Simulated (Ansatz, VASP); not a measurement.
CuI3 in VASP and in Ansatz

Contents of INCAR:

```
SYSTEM = CuI3
ALGO = Normal
EDIFF = 1E-6
ENCUT = 520
GGA = PE
ISIF = 2
ISMEAR = 0
ISPIN = 2
LASPH = .TRUE.
LCHARG = .FALSE.
LDAU = .TRUE.
LDAUJ = 0 0
LDAUL = 2 -1
LDAUPRINT = 1
LDAUTYPE = 2
LDAUU = 4 0
LMAXMIX = 4
LORBIT = 11
LREAL = .FALSE.
LWAVE = .FALSE.
MAGMOM = 0.05 0 0 0
NBANDS = 28
NELM = 150
PREC = Accurate
SIGMA = 0.05
```

KPOINTS

```
k-points
0
G
  6 6 6
  0 0 0
```

Contents of POSCAR:

```
CuI3
1.0
    5.4650365319      0.0000000000      0.0000000000
    0.0000000000      5.4650365319      0.0000000000
    0.0000000000      0.0000000000      5.4650365319
Cu I
1 3
Direct
    0.0000000000      0.0000000000      0.0000000000
    0.5000000000      0.0000000000      0.0000000000
    0.0000000000      0.0000000000      0.5000000000
    0.0000000000      0.5000000000      0.0000000000
```

Input for Ansatz:

```yaml
crystal:
  lattice:
    - [5.4650365319, 0.0, 0.0]
    - [0.0, 5.4650365319, 0.0]
    - [0.0, 0.0, 5.4650365319]
  atoms:
    - { symbol: Cu, position: [0.0, 0.0, 0.0], spin: 0.05 }
    - { symbol: I, position: [0.5, 0.0, 0.0] }
    - { symbol: I, position: [0.0, 0.0, 0.5] }
    - { symbol: I, position: [0.0, 0.5, 0.0] }
basis:
  ecutwfc: 420
  ecutrho_ratio: 4
kpoints:
  mp_grid: { grid: [6, 6, 6] }
hamiltonian:
  xc: pbe
  hubbard: { sites: [{ species: Cu, l: d, u_eff: 4.0 }] }
scf:
  occupations: { method: gaussian, width: 0.05 }
  lower_state_search: "off"
output:
  forces: true
  stress: true
  eigenvalues: true
  populations: true
  hubbard: { sites: [{ species: Cu, l: d }] }
magnetization:
  spin_polarized: true
```

Alike in both runs: task single point; functional PBE; k mesh 6 × 6 × 6; occupations gaussian, width 0.05 eV; collinear spin; Hubbard terms Cu d U = 4.0 eV.

|  | VASP | Ansatz |
| --- | --- | --- |
| version | VASP 6.6.1 | Ansatz 0.2.0 |
| potentials or method | VASP PAW PBE potentials, release 64 (Cu, I), cutoff 520 eV | scalar-relativistic, plane waves, PAW |
| valence electrons in the cell | 32 | 70 |

```csv
,VASP,Ansatz,Ansatz less VASP
pressure (GPa),-0.2,0.0,+0.17
net moment per atom (μB),0.00,0.00,0.000
```

The programs project onto different local orbitals, so the same U acts differently, and such runs can settle in different states. VASP's potentials hold 32 valence electrons a cell and Ansatz's 70, so a difference there can come from the potentials and not from the codes. Ansatz's warnings: filled band counts differ across k points, seeded moment not kept.

Neither program's run includes spin-orbit coupling.
